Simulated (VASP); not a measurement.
# Cd4SeS3 (P3m1) in VASP: single point with PBE

Aim: the single point of Cd4SeS3 with PBE.

All numbers are computed with VASP 6.6.1; they aren't measurements. Logs are shortened: lines on timing, memory, paths and dates and some standing lists are left out, and cuts for length are marked.

## 1. The cell of the first run

The structure is trigonal, space group P3m1 (No. 156). The conventional cell has a = 4.241 Å, b = 4.241 Å, c = 13.827 Å, α = 90.00°, β = 90.00°, γ = 120.00°. Within 3.4 Å of Cd (site symmetry 3m) lie 4 S at 2.57 to 2.58 Å. Cd (site symmetry 3m) has 3 S at 2.58 Å and 1 Se at 2.69 Å within 3.4 Å. Within 3.4 Å of Cd (site symmetry 3m) lie 4 S at 2.57 to 2.58 Å. Within 3.4 Å of Cd (site symmetry 3m) lie 1 S at 2.57 Å and 3 Se at 2.64 Å. Within 3.5 Å of Se (site symmetry 3m) lie 4 Cd at 2.64 to 2.69 Å. S (site symmetry 3m) has 4 Cd at 2.57 to 2.58 Å within 3.4 Å. Within 3.4 Å of S (site symmetry 3m) lie 4 Cd at 2.57 to 2.58 Å. Within 3.4 Å of S (site symmetry 3m) lie 4 Cd at 2.57 to 2.58 Å.

## 2. Single point, PBE

INCAR

```
PREC = Accurate ; ENCUT = 520
EDIFF = 1E-6 ; ISMEAR = 0
SIGMA = 0.02 ; LREAL = False
LASPH = True ; NELM = 80
ALGO = Normal ; ISIF = 2
LWAVE = False ; LCHARG = False
GGA = PE ; NBANDS = 46
```

KPOINTS

```
Automatic mesh
0
Gamma
  6 6 2
```

POSCAR

```
Cd4SeS3
1.0
    4.2414691811      0.0000000000      0.0000000000
   -2.1207345905      3.6732200602      0.0000000000
    0.0000000000      0.0000000000     13.8270023044
Cd Se S
4 1 3
Direct
    0.3333333333      0.6666666667      0.0047745779
    0.3333333333      0.6666666667      0.4942736326
    0.6666666667      0.3333333333      0.2495362157
    0.6666666667      0.3333333333      0.7604341734
    0.3333333333      0.6666666667      0.6885045703
    0.3333333333      0.6666666667      0.1908310017
    0.6666666667      0.3333333333      0.4356191517
    0.6666666667      0.3333333333      0.9460266769
```

Potentials or basis: VASP PAW PBE potentials, release 64 (Cd, Se, S).

Launch:

```bash
$ cat potpaw_PBE.64/Cd/POTCAR potpaw_PBE.64/Se/POTCAR potpaw_PBE.64/S/POTCAR > POTCAR
$ mpirun -np 1 vasp_std > vasp.out
```

OUTCAR:

```text
PREC = Accurate
   ENCUT = 520
   EDIFF = 1E-6
   ISMEAR = 0
   LREAL = False
   LASPH = True
   NELM = 80
   ISIF = 2
   GGA = PE

 ion  position               nearest neighbor table
   1  0.333  0.667  0.005-   6 2.57   8 2.58   8 2.58   8 2.58
   2  0.333  0.667  0.494-   7 2.58   7 2.58   7 2.58   5 2.69
   3  0.667  0.333  0.250-   7 2.57   6 2.58   6 2.58   6 2.58
   4  0.667  0.333  0.760-   8 2.57   5 2.64   5 2.64   5 2.64
   5  0.333  0.667  0.689-   4 2.64   4 2.64   4 2.64   2 2.69
   6  0.333  0.667  0.191-   1 2.57   3 2.58   3 2.58   3 2.58
   7  0.667  0.333  0.436-   3 2.57   2 2.58   2 2.58   2 2.58
   8  0.667  0.333  0.946-   4 2.57   1 2.58   1 2.58   1 2.58

  LATTYP: Found a hexagonal cell.
 ALAT       =     4.2414691811
 C/A-ratio  =     3.2599558582

  Lattice vectors:

 A1 = (   4.2414691811,   0.0000000000,   0.0000000000)
 A2 = (  -2.1207345905,   3.6732200602,   0.0000000000)
 A3 = (   0.0000000000,   0.0000000000,  13.8270023044)

Analysis of symmetry for initial positions (statically):
=====================================================================
 Subroutine PRICEL returns:
 Original cell was already a primitive cell.

 Routine SETGRP: Setting up the symmetry group for a
 hexagonal supercell.

 Subroutine GETGRP returns: Found  6 space group operations
 (whereof  6 operations were pure point group operations)
 out of a pool of 24 trial point group operations.

The static configuration has the point symmetry C_3v.

Analysis of symmetry for dynamics (positions and initial velocities):
=====================================================================
 Subroutine PRICEL returns:
 Original cell was already a primitive cell.

 Routine SETGRP: Setting up the symmetry group for a
 hexagonal supercell.

 Subroutine GETGRP returns: Found  6 space group operations
 (whereof  6 operations were pure point group operations)
 out of a pool of 24 trial point group operations.

The dynamic configuration has the point symmetry C_3v.

 Subroutine INISYM returns: Found  6 space group operations
 (whereof  6 operations are pure point group operations),
 and found     1 'primitive' translations

----------------------------------------------------------------------------------------

                                     Primitive cell

  volume of cell :     215.4226

  direct lattice vectors                    reciprocal lattice vectors
     4.241469181  0.000000000  0.000000000     0.235767362  0.136120350  0.000000000
    -2.120734591  3.673220060  0.000000000     0.000000000  0.272240700  0.000000000
     0.000000000  0.000000000 13.827002304     0.000000000  0.000000000  0.072322256

  length of vectors
     4.241469181  4.241469181 13.827002304     0.272240700  0.272240700  0.072322256

  position of ions in fractional coordinates (direct lattice)
     0.333333333  0.666666667  0.004774578
     0.333333333  0.666666667  0.494273633
     0.666666667  0.333333333  0.249536216
     0.666666667  0.333333333  0.760434173
     0.333333333  0.666666667  0.688504570
     0.333333333  0.666666667  0.190831002
     0.666666667  0.333333333  0.435619152
     0.666666667  0.333333333  0.946026677

  ion indices of the primitive-cell ions
   primitive index   ion index
                 1           1
                 2           2
                 3           3
                 4           4
                 5           5
                 6           6
                 7           7
                 8           8

----------------------------------------------------------------------------------------

 KPOINTS: Automatic mesh

Automatic generation of k-mesh.
 Grid dimensions read from file:
 generate k-points for:    6    6    2

 Generating k-lattice:

  Cartesian coordinates                     Fractional coordinates (reciprocal lattice)
     0.039294560  0.022686725  0.000000000     0.166666667 -0.000000000  0.000000000
     0.000000000  0.045373450  0.000000000     0.000000000  0.166666667  0.000000000
     0.000000000  0.000000000  0.036161128     0.000000000  0.000000000  0.500000000

  Length of vectors
     0.045373450  0.045373450  0.036161128

  Shift w.r.t. Gamma in fractional coordinates (k-lattice)
     0.000000000  0.000000000  0.000000000

 Subroutine IBZKPT returns following result:
 ===========================================

 Found     14 irreducible k-points:

 Following reciprocal coordinates:
            Coordinates               Weight
  0.000000  0.000000  0.000000      1.000000
  0.166667 -0.000000  0.000000      6.000000
  0.333333 -0.000000  0.000000      6.000000
  0.500000 -0.000000  0.000000      3.000000
  0.166667  0.166667  0.000000      6.000000
  0.333333  0.166667  0.000000     12.000000
  0.333333  0.333333  0.000000      2.000000
  0.000000  0.000000  0.500000      1.000000
  0.166667 -0.000000  0.500000      6.000000
  0.333333 -0.000000  0.500000      6.000000
  0.500000 -0.000000  0.500000      3.000000
  0.166667  0.166667  0.500000      6.000000
  0.333333  0.166667  0.500000     12.000000
  0.333333  0.333333  0.500000      2.000000
   k-points           NKPTS =     14   k-points in BZ     NKDIM =     14   number of bands    NBANDS=     46
   number of dos      NEDOS =    301   number of ions     NIONS =      8
   total plane-waves  NPLWV = 110592
   dimension x,y,z NGX =    32 NGY =   32 NGZ =  108
   dimension x,y,z NGXF=    64 NGYF=   64 NGZF=  216
   ions per type =               4   1   3
   NGX,Y,Z   is equivalent  to a cutoff of  12.54, 12.54, 12.99 a.u.
   NGXF,Y,Z  is equivalent  to a cutoff of  25.09, 25.09, 25.97 a.u.
 SYSTEM =  unknown system
   PREC   = accura    normal or accurate (medium, high low for compatibility)
   ISTART =      0    job   : 0-new  1-cont  2-samecut
   ICHARG =      2    charge: 1-file 2-atom 10-const
   ISPIN  =      1    spin polarized calculation?
   LNONCOLLINEAR =      F non collinear calculations
   LSORBIT =      F    spin-orbit coupling
   LASPH  =      T    aspherical Exc in radial PAW
   ENCUT  =  520.0 eV  38.22 Ry    6.18 a.u.   7.89  7.89 25.71*2*pi/ulx,y,z
   NELM   =     80;   NELMIN=  2; NELMDL= -5     # of ELM steps
   EDIFF  = 0.1E-05   stopping-criterion for ELM
   LREAL  =      F    real-space projection
   EDIFFG = 0.1E-04   stopping-criterion for IOM
   NSW    =      0    number of steps for IOM
   IBRION =     -1    ionic relax: 0-MD 1-quasi-New 2-CG
   NFREE  =      0    steps in history (QN), initial steepest desc. (CG)
   ISIF   =      2    stress and relaxation
   ISYM   =      2    0-nonsym 1-usesym 2-fastsym
   POTIM  = 0.5000    time-step for ionic-motion
   TEBEG  =    0.0;   TEEND  =   0.0 temperature during run
   PSTRESS=    0.0 pullay stress
   NELECT =      72.0000    total number of electrons
   NUPDOWN=      -1.0000    fix difference up-down
   EMIN   =  10.00;   EMAX   =-10.00  energy-range for DOS
   EFERMI =   0.00;   METHOD = LEGACY
   ISMEAR =     0;   SIGMA  =   0.02  broadening in eV -4-tet -1-fermi 0-gaus
   EFERMI_NEDOS =   21; number of points for ismear=-14 and -15
   IALGO  =     38    algorithm
   IMIX   =      4    mixing-type and parameters
     AMIX     =   0.40;   BMIX     =  1.00
     AMIX_MAG =   1.60;   BMIX_MAG =  1.00
  volume/ion in A,a.u.               =      26.93       181.72
  Fermi-wavevector in a.u.,A,eV,Ry     =   1.136114  2.146944 17.561787  1.290755
  Thomas-Fermi vector in A             =   2.272819
   LORBIT       =      0    0 simple, 1 ext, 2 COOP (PROOUT), +10 PAW based schemes
   GGA     = PE    functional components
   LHFCALC =     F    Hartree Fock is set to
   AEXX    =    0.0000 exact exchange contribution
   IVDW    =     0    specifies the selected vdW correction
   LEPSILON=     F    determine dielectric tensor
   LRPA    =     F    only Hartree local field effects (RPA)
 non-spin polarized calculation
 Gauss-broadening in eV      SIGMA  =   0.02
  energy-cutoff  :      520.00
  volume of cell :      215.42
 maximum number of plane-waves:      5832
 NGX is ok and might be reduce to    32
   NGX = 15   NGY = 15   NGZ = 51

 number of electron      72.0000003 magnetization

 Free energy of the ion-electron system (eV)
  ---------------------------------------------------
  ext. energy  EPLUGINS =         0.00000000
  ---------------------------------------------------
  free energy    TOTEN  =       -23.89589030 eV

  energy without entropy =      -23.89589030  energy(sigma->0) =      -23.89589030

 E-fermi :   1.1267     XC(G=0):  -8.8470

 val. band max:        1.0173367193   @ k =   0.0000   0.0000   0.0000
 cond. band min:       1.7586072436   @ k =   0.0000   0.0000   0.0000
 fundamental gap:      0.7412705243
 Fermi energy:         1.1266934454

 k-point     1 :       0.0000    0.0000    0.0000
  band No.  band energies     occupation
      1     -11.3329      2.00000
      2     -11.1473      2.00000
      3     -11.1363      2.00000
      4     -10.9551      2.00000
      5      -6.8167      2.00000
      6      -6.8167      2.00000
[... 38 lines left out ...]
     45       7.4434      0.00000
     46       7.4452      0.00000

 k-point     2 :       0.1667   -0.0000    0.0000
  band No.  band energies     occupation
      1     -11.2506      2.00000
      2     -11.0848      2.00000
      3     -11.0771      2.00000
      4     -10.9193      2.00000
      5      -6.7858      2.00000
      6      -6.7822      2.00000
[... 38 lines left out ...]
     45       7.4757      0.00000
     46       7.6141      0.00000

 k-point     3 :       0.3333   -0.0000    0.0000
  band No.  band energies     occupation
      1     -11.0731      2.00000
      2     -10.9596      2.00000
      3     -10.9581      2.00000
      4     -10.8588      2.00000
      5      -6.7433      2.00000
      6      -6.7278      2.00000
[... 38 lines left out ...]
     45       7.7332      0.00000
     46       7.9755      0.00000

 k-point     4 :       0.5000   -0.0000    0.0000
  band No.  band energies     occupation
      1     -10.9691      2.00000
      2     -10.9004      2.00000
      3     -10.8954      2.00000
      4     -10.8431      2.00000
      5      -6.7319      2.00000
      6      -6.7105      2.00000
[... 430 lines left out ...]
     45       7.4062      0.00000
     46       7.4817      0.00000

 k-point    13 :       0.3333    0.1667    0.5000
  band No.  band energies     occupation
      1     -10.9588      2.00000
      2     -10.9340      2.00000
      3     -10.8692      2.00000
      4     -10.8492      2.00000
      5      -6.7226      2.00000
      6      -6.7018      2.00000
[... 38 lines left out ...]
     45       7.2964      0.00000
     46       7.4115      0.00000

 k-point    14 :       0.3333    0.3333    0.5000
  band No.  band energies     occupation
      1     -10.8992      2.00000
      2     -10.8729      2.00000
      3     -10.8681      2.00000
      4     -10.8545      2.00000
      5      -6.7282      2.00000
      6      -6.6896      2.00000
[... 38 lines left out ...]
     45       7.2759      0.00000
     46       7.5193      0.00000

------------------------ aborting loop because EDIFF is reached ----------------------------------------

  FORCE on cell =-STRESS in cart. coord.  units (eV):
  Direction    XX          YY          ZZ          XY          YZ          ZX
  --------------------------------------------------------------------------------------
  -------------------------------------------------------------------------------------
  Total        0.3879953      0.3879953      0.3921156      0.0000000      0.0000000      0.0000000
  in kB        2.8856637      2.8856637      2.9163083      0.0000000      0.0000000      0.0000000
  external PRESSURE =       2.8958785 kB  Pullay stress =       0.0000000 kB

 VOLUME and BASIS-vectors are now :
 -----------------------------------------------------------------------------
  energy-cutoff  :      520.00
  volume of cell :      215.42
      direct lattice vectors                 reciprocal lattice vectors
     4.241469181  0.000000000  0.000000000     0.235767362  0.136120350  0.000000000
    -2.120734591  3.673220060  0.000000000     0.000000000  0.272240700  0.000000000
     0.000000000  0.000000000 13.827002304     0.000000000  0.000000000  0.072322256

 POSITION                                       TOTAL-FORCE (eV/Angst)
 -----------------------------------------------------------------------------------
     -0.00000      2.44881      0.06602        -0.000000     -0.000000     -0.003697
     -0.00000      2.44881      6.83432        -0.000000      0.000000      0.003594
      2.12073      1.22441      3.45034         0.000000     -0.000000     -0.004482
      2.12073      1.22441     10.51453        -0.000000      0.000000      0.002725
     -0.00000      2.44881      9.51995        -0.000000      0.000000     -0.014105
     -0.00000      2.44881      2.63862        -0.000000      0.000000      0.004500
      2.12073      1.22441      6.02331         0.000000     -0.000000      0.004424
      2.12073      1.22441     13.08071        -0.000000      0.000000      0.007041
 -----------------------------------------------------------------------------------
    total drift:                               -0.000000      0.000000      0.000676

  FREE ENERGIE OF THE ION-ELECTRON SYSTEM (eV)
  ---------------------------------------------------
  free  energy   TOTEN  =       -23.8958903003 eV

  energy  without entropy=      -23.8958903003  energy(sigma->0) =      -23.89589030
```

Run time: 1.9 min. Hardware: 1 thread of Intel Xeon Platinum 8488C (Sapphire Rapids), shared host; peak memory 0.39 GiB.

Results:

* Free energy: -23.8959 eV
* Pressure: 0.3 GPa
* Largest force: 0.014 eV/Å
* Band gap on the k mesh: 0.74 eV

Forces in eV/Å, atoms in the order of the input:
```
Cd   0.000  0.000 -0.004
Cd   0.000  0.000  0.004
Cd   0.000  0.000 -0.004
Cd   0.000  0.000  0.003
Se   0.000  0.000 -0.014
S    0.000  0.000  0.004
S    0.000  0.000  0.004
S    0.000  0.000  0.007
```

Levels at points of the mesh, in eV from the valence-band top:
```csv
k point,band 34,band 35,band 36,band 37,band 38,band 39
"(0.00, 0.00, 0.00)",-0.27,0.00,0.00,0.74,2.29,2.34
"(0.50, 0.00, 0.00)",-1.34,-1.31,-0.78,3.08,3.09,3.26
"(0.00, 0.00, 0.50)",-0.46,-0.01,-0.01,1.63,1.67,2.34
"(0.50, 0.00, 0.50)",-1.19,-1.16,-0.83,2.90,2.94,3.48
```
